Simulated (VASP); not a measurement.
# Ir (I4/mmm) in VASP: a series of runs, part 2 of 2

VASP 6.6.1. Earlier steps stand in the parts before.

### Step 3. Single point, r2SCAN

This run uses another cell than the first one, of the same volume but with other edges.

Input file POSCAR:

```
Ir
1.0
    0.0000000000      1.9738042925      1.8158999491
    1.9738042925      0.0000000000      1.8158999491
    1.9738042925      1.9738042925      0.0000000000
Ir
1
Direct
    0.0000000000      0.0000000000      0.0000000000
```

Input file INCAR.step1:

```
PREC     = Accurate       # precision mode
ENCUT    = 520            # plane-wave cutoff, eV
ISMEAR   = 0              # smearing method
SIGMA    = 0.15           # smearing width, eV
LREAL    = False          # projectors in reciprocal space
LASPH    = True           # aspherical terms in the spheres
NELM     = 100            # most SCF steps
NBANDS   = 10             # bands
GGA      = PE             # functional
ALGO     = Normal         # electronic algorithm
EDIFF    = 1E-4           # SCF threshold, eV
LWAVE    = True           # write WAVECAR
LCHARG   = False          # write CHGCAR
```

Input file INCAR.step2:

```
PREC     = Accurate       # precision mode
ENCUT    = 520            # plane-wave cutoff, eV
EDIFF    = 1E-6           # SCF threshold, eV
ISMEAR   = 0              # smearing method
SIGMA    = 0.15           # smearing width, eV
LREAL    = False          # projectors in reciprocal space
LASPH    = True           # aspherical terms in the spheres
NELM     = 100            # most SCF steps
ALGO     = Normal         # electronic algorithm
ISIF     = 2              # what is computed and relaxed
LWAVE    = False          # write WAVECAR
LCHARG   = False          # write CHGCAR
METAGGA  = R2SCAN         # meta-GGA
LMIXTAU  = True         
NBANDS   = 10             # bands
ISTART   = 1
```

Input file KPOINTS:

```
Automatic mesh
0
Gamma
  24 24 24
```

Potentials or basis: VASP PAW PBE potentials, release 64 (Ir).

On the command line:

```bash
$ cat potpaw_PBE.64/Ir/POTCAR > POTCAR
$ cp INCAR.step1 INCAR
$ mpirun -np 1 vasp_std > vasp.out
$ cp INCAR.step2 INCAR
$ mpirun -np 1 vasp_std > vasp.out
```

OUTCAR:

```text
PREC = Accurate
   ENCUT = 520
   EDIFF = 1E-6
   ISMEAR = 0
   LREAL = False
   LASPH = True
   NELM = 100
   ISIF = 2
   METAGGA = R2SCAN
   ISTART = 1

 ion  position               nearest neighbor table
   1  0.000  0.000  0.000-

  LATTYP: Found a body centered tetragonal cell.
 ALAT       =     2.7913807999
 C/A-ratio  =     1.3010764774

  Lattice vectors:

 A1 = (   0.0000000000,  -1.9738042925,  -1.8158999491)
 A2 = (   0.0000000000,   1.9738042925,  -1.8158999491)
 A3 = (   1.9738042925,   0.0000000000,   1.8158999491)

Analysis of symmetry for initial positions (statically):
=====================================================================
 Subroutine PRICEL returns:
 Original cell was already a primitive cell.

 Routine SETGRP: Setting up the symmetry group for a
 body centered tetragonal supercell.

 Subroutine GETGRP returns: Found 16 space group operations
 (whereof 16 operations were pure point group operations)
 out of a pool of 16 trial point group operations.

The static configuration has the point symmetry D_4h.

Analysis of symmetry for dynamics (positions and initial velocities):
=====================================================================
 Subroutine PRICEL returns:
 Original cell was already a primitive cell.

 Routine SETGRP: Setting up the symmetry group for a
 body centered tetragonal supercell.

 Subroutine GETGRP returns: Found 16 space group operations
 (whereof 16 operations were pure point group operations)
 out of a pool of 16 trial point group operations.

The dynamic configuration has the point symmetry D_4h.

 Subroutine INISYM returns: Found 16 space group operations
 (whereof 16 operations are pure point group operations),
 and found     1 'primitive' translations

----------------------------------------------------------------------------------------

                                     Primitive cell

  volume of cell :      14.1491

  direct lattice vectors                    reciprocal lattice vectors
     0.000000000  1.973804292  1.815899949    -0.253317921  0.253317921  0.275345566
     1.973804292  0.000000000  1.815899949     0.253317921 -0.253317921  0.275345566
     1.973804292  1.973804292  0.000000000     0.253317921  0.253317921 -0.275345566

  length of vectors
     2.682050710  2.682050710  2.791380800     0.451835279  0.451835279  0.451835279

  position of ions in fractional coordinates (direct lattice)
     0.000000000  0.000000000  0.000000000

  ion indices of the primitive-cell ions
   primitive index   ion index
                 1           1

----------------------------------------------------------------------------------------

 KPOINTS: Automatic mesh

Automatic generation of k-mesh.
 Grid dimensions read from file:
 generate k-points for:   24   24   24

 Generating k-lattice:

  Cartesian coordinates                     Fractional coordinates (reciprocal lattice)
    -0.010554913  0.010554913  0.011472732     0.041666667  0.000000000  0.000000000
     0.010554913 -0.010554913  0.011472732     0.000000000  0.041666667  0.000000000
     0.010554913  0.010554913 -0.011472732    -0.000000000 -0.000000000  0.041666667

  Length of vectors
     0.018826470  0.018826470  0.018826470

  Shift w.r.t. Gamma in fractional coordinates (k-lattice)
     0.000000000  0.000000000  0.000000000

 Subroutine IBZKPT returns following result:
 ===========================================

 Found   1063 irreducible k-points:

 Following reciprocal coordinates:
            Coordinates               Weight
  0.000000  0.000000  0.000000      1.000000
  0.041667  0.000000  0.000000      8.000000
  0.083333  0.000000  0.000000      8.000000
  0.125000  0.000000  0.000000      8.000000
  0.166667  0.000000  0.000000      8.000000
  0.208333  0.000000  0.000000      8.000000
[... 16 lines left out ...]
  0.416667  0.041667  0.000000      8.000000
  0.458333  0.041667  0.000000      8.000000
 [... further k-points ...]
   k-points           NKPTS =   1063   k-points in BZ     NKDIM =   1063   number of bands    NBANDS=     10
   number of dos      NEDOS =    301   number of ions     NIONS =      1
   total plane-waves  NPLWV =   9600
   dimension x,y,z NGX =    20 NGY =   20 NGZ =   24
   dimension x,y,z NGXF=    40 NGYF=   40 NGZF=   48
   ions per type =               1
   NGX,Y,Z   is equivalent  to a cutoff of  12.40, 12.40, 14.29 a.u.
   NGXF,Y,Z  is equivalent  to a cutoff of  24.79, 24.79, 28.59 a.u.
 SYSTEM =  unknown system
   PREC   = accura    normal or accurate (medium, high low for compatibility)
   ISTART =      1    job   : 0-new  1-cont  2-samecut
   ICHARG =      0    charge: 1-file 2-atom 10-const
   ISPIN  =      1    spin polarized calculation?
   LNONCOLLINEAR =      F non collinear calculations
   LSORBIT =      F    spin-orbit coupling
   LASPH  =      T    aspherical Exc in radial PAW
   ENCUT  =  520.0 eV  38.22 Ry    6.18 a.u.   4.99  4.99  5.19*2*pi/ulx,y,z
   NELM   =    100;   NELMIN=  2; NELMDL=  0     # of ELM steps
   EDIFF  = 0.1E-05   stopping-criterion for ELM
   LREAL  =      F    real-space projection
   EDIFFG = 0.1E-04   stopping-criterion for IOM
   NSW    =      0    number of steps for IOM
   IBRION =     -1    ionic relax: 0-MD 1-quasi-New 2-CG
   NFREE  =      0    steps in history (QN), initial steepest desc. (CG)
   ISIF   =      2    stress and relaxation
   ISYM   =      2    0-nonsym 1-usesym 2-fastsym
   POTIM  = 0.5000    time-step for ionic-motion
   TEBEG  =    0.0;   TEEND  =   0.0 temperature during run
   PSTRESS=    0.0 pullay stress
   NELECT =       9.0000    total number of electrons
   NUPDOWN=      -1.0000    fix difference up-down
   EMIN   =  10.00;   EMAX   =-10.00  energy-range for DOS
   EFERMI =   0.00;   METHOD = LEGACY
   ISMEAR =     0;   SIGMA  =   0.15  broadening in eV -4-tet -1-fermi 0-gaus
   EFERMI_NEDOS =   21; number of points for ismear=-14 and -15
   IALGO  =     38    algorithm
   IMIX   =      4    mixing-type and parameters
     AMIX     =   0.40;   BMIX     =  1.00
     AMIX_MAG =   1.60;   BMIX_MAG =  1.00
  volume/ion in A,a.u.               =      14.15        95.48
  Fermi-wavevector in a.u.,A,eV,Ry     =   1.407923  2.660589 26.970118  1.982248
  Thomas-Fermi vector in A             =   2.530133
   LORBIT       =      0    0 simple, 1 ext, 2 COOP (PROOUT), +10 PAW based schemes
   METAGGA = R2SCAN    functional components
   LHFCALC =     F    Hartree Fock is set to
   AEXX    =    0.0000 exact exchange contribution
   IVDW    =     0    specifies the selected vdW correction
   LEPSILON=     F    determine dielectric tensor
   LRPA    =     F    only Hartree local field effects (RPA)
 non-spin polarized calculation
 Gauss-broadening in eV      SIGMA  =   0.15
  energy-cutoff  :      520.00
  volume of cell :       14.15
 maximum number of plane-waves:       404
   NGX =  9   NGY =  9   NGZ = 11

 number of electron       9.0000000 magnetization

 Free energy of the ion-electron system (eV)
  ---------------------------------------------------
  ext. energy  EPLUGINS =         0.00000000
  ---------------------------------------------------
  free energy    TOTEN  =       -52.29314669 eV

  energy without entropy =      -52.28218591  energy(sigma->0) =      -52.28766630

 E-fermi :  10.1609     XC(G=0): -15.3244

 val. band max:       10.1608313880   @ k =  -0.3750   0.0000   0.0833
 cond. band min:      10.1613392055   @ k =  -0.4583   0.3333   0.1667
 fundamental gap:      0.0005078176
 Fermi energy:        10.1608984123

 k-point     1 :       0.0000    0.0000    0.0000
  band No.  band energies     occupation
      1      -1.3498      2.00000
      2       5.8808      2.00000
      3       5.8808      2.00000
      4       6.9350      2.00000
      5       8.1456      2.00000
      6       9.5152      2.00000
      7      25.4129      0.00000
      8      30.2459      0.00000
      9      30.2459      0.00000
     10      33.1446      0.00000

 k-point     2 :       0.0417    0.0000    0.0000
  band No.  band energies     occupation
      1      -1.2684      2.00000
      2       5.8720      2.00000
      3       5.9156      2.00000
      4       6.9326      2.00000
      5       8.1337      2.00000
      6       9.4833      2.00000
      7      25.5514      0.00000
      8      30.0846      0.00000
      9      30.3739      0.00000
     10      32.9250      0.00000
[... 274 lines left out ...]
 k-point    24 :       0.4583    0.0417    0.0000
  band No.  band energies     occupation
      1       1.8490      2.00000
      2       5.5552      2.00000
      3       6.6385      2.00000
      4       8.5689      2.00000
      5      11.0170      0.00000
      6      11.3684      0.00000
      7      18.5221      0.00000
      8      25.1114      0.00000
      9      30.3184      0.00000
     10      32.3095      0.00000

 [... further k-points ...]
[... 5 lines left out ...]
  --------------------------------------------------------------------------------------
  -------------------------------------------------------------------------------------
  Total       -0.3881496     -0.3881496      2.2468561      0.0000000     -0.0000000     -0.0000000
  in kB      -43.9521003    -43.9521003    254.4226388      0.0000000     -0.0000000     -0.0000000
  external PRESSURE =      55.5061461 kB  Pullay stress =       0.0000000 kB

 VOLUME and BASIS-vectors are now :
 -----------------------------------------------------------------------------
  energy-cutoff  :      520.00
  volume of cell :       14.15
      direct lattice vectors                 reciprocal lattice vectors
     0.000000000  1.973804292  1.815899949    -0.253317921  0.253317921  0.275345566
     1.973804292  0.000000000  1.815899949     0.253317921 -0.253317921  0.275345566
     1.973804292  1.973804292  0.000000000     0.253317921  0.253317921 -0.275345566

 POSITION                                       TOTAL-FORCE (eV/Angst)
 -----------------------------------------------------------------------------------
      0.00000      0.00000      0.00000        -0.000000      0.000000      0.000000
 -----------------------------------------------------------------------------------
    total drift:                                0.000000      0.000000      0.000000

  FREE ENERGIE OF THE ION-ELECTRON SYSTEM (eV)
  ---------------------------------------------------
  free  energy   TOTEN  =       -52.2931466884 eV

  energy  without entropy=      -52.2821859124  energy(sigma->0) =      -52.28766630
```

It took 7.7 min on 1 thread of Intel Xeon 6975P-C, shared host; peak memory 0.28 GiB.

What came out:

- Free energy: -52.2931 eV
- Pressure: 5.6 GPa

Caveat: the PAW data sets were made with another functional, which shifts forces and pressure a little; spin-orbit coupling is left out, which moves the levels of the heavy elements.

### Step 4. Single point, r2SCAN

This run uses another cell than the first one, of the same volume but with other edges.

Input file POSCAR:

```
Ir
1.0
    0.0000000000      1.8596696490      2.0456366139
    1.8596696490      0.0000000000      2.0456366139
    1.8596696490      1.8596696490      0.0000000000
Ir
1
Direct
    0.0000000000      0.0000000000      0.0000000000
```

Input file INCAR.step1:

```
SYSTEM = Ir
  PREC = Accurate
  ENCUT = 520
  ISMEAR = 0
  SIGMA = 0.15
  LREAL = .FALSE.
  LASPH = .TRUE.
  NELM = 80
  NBANDS = 10
  GGA = PE
  ALGO = Normal
  EDIFF = 1E-4
  LWAVE = .TRUE.
  LCHARG = .FALSE.
```

Input file INCAR.step2:

```
SYSTEM = Ir
  PREC = Accurate
  ENCUT = 520
  EDIFF = 1E-6
  ISMEAR = 0
  SIGMA = 0.15
  LREAL = .FALSE.
  LASPH = .TRUE.
  NELM = 80
  ALGO = Normal
  ISIF = 2
  LWAVE = .FALSE.
  LCHARG = .FALSE.
  METAGGA = R2SCAN
  LMIXTAU = .TRUE.
  NBANDS = 10
  ISTART = 1
```

Input file KPOINTS:

```
Automatic mesh
0
G
  24 24 24
  0 0 0
```

On the command line:

```bash
$ cat potpaw_PBE.64/Ir/POTCAR > POTCAR
$ cp INCAR.step1 INCAR
$ mpirun -np 1 vasp_std > vasp.out
$ cp INCAR.step2 INCAR
$ mpirun -np 1 vasp_std > vasp.out
```

Wall time 6.1 min (1 thread of Intel Xeon 6975P-C, shared host); peak memory 0.28 GiB.

It converged, with:

| Item | Value |
| --- | --- |
| Free energy | -52.2621 eV |
| Pressure | 6.4 GPa |

Stress tensor (GPa, compression positive):
```
 19.07   0.00   0.00
  0.00  19.07   0.00
  0.00   0.00 -18.83
```

Levels at points of the mesh, in eV from the Fermi level:
| k point | band 1 | band 2 | band 3 | band 4 | band 5 | band 6 | band 7 | band 8 |
| --- | --- | --- | --- | --- | --- | --- | --- | --- |
| (0.00, 0.00, 0.00) | -11.51 | -4.84 | -3.46 | -3.46 | -2.23 | -0.43 | 15.29 | 19.09 |
| (0.50, 0.00, 0.00) | -8.38 | -4.77 | -3.45 | -0.66 | 0.64 | 1.23 | 7.78 | 14.51 |
| (0.50, 0.50, 0.00) | -8.28 | -7.57 | 0.48 | 1.02 | 1.49 | 1.49 | 9.33 | 13.61 |
| (0.50, 0.00, 0.50) | -8.16 | -7.56 | 0.67 | 0.88 | 2.31 | 2.54 | 11.32 | 12.08 |

Caveat: the PAW data sets were made with another functional, which shifts forces and pressure a little; spin-orbit coupling is left out, which moves the levels of the heavy elements.

### Step 5. Summary

```csv
cell,gap on the mesh (eV),pressure (GPa)
"a = 2.885, b = 2.885, c = 2.488 Å, angles 64.5, 64.5, 51.1°, 1 atom",none,23.4
"a = 2.682, b = 2.682, c = 2.791 Å, angles 58.6, 58.6, 62.7°, 1 atom",none,5.6
"a = 2.765, b = 2.765, c = 2.630 Å, angles 61.6, 61.6, 56.8°, 1 atom",none,6.4
```

Alike in all rows: task single point; level r2SCAN; potentials or basis VASP PAW PBE potentials, release 64 (Ir); no spin polarisation; k mesh 24 × 24 × 24; cutoff (eV) 520; smearing gaussian 0.15 eV.

Caveats: the PAW data sets were made with another functional, which shifts forces and pressure a little; spin-orbit coupling is left out, which moves the levels of the heavy elements.

Total energies depend on the potentials used, so only differences within one code and one set of settings carry meaning.
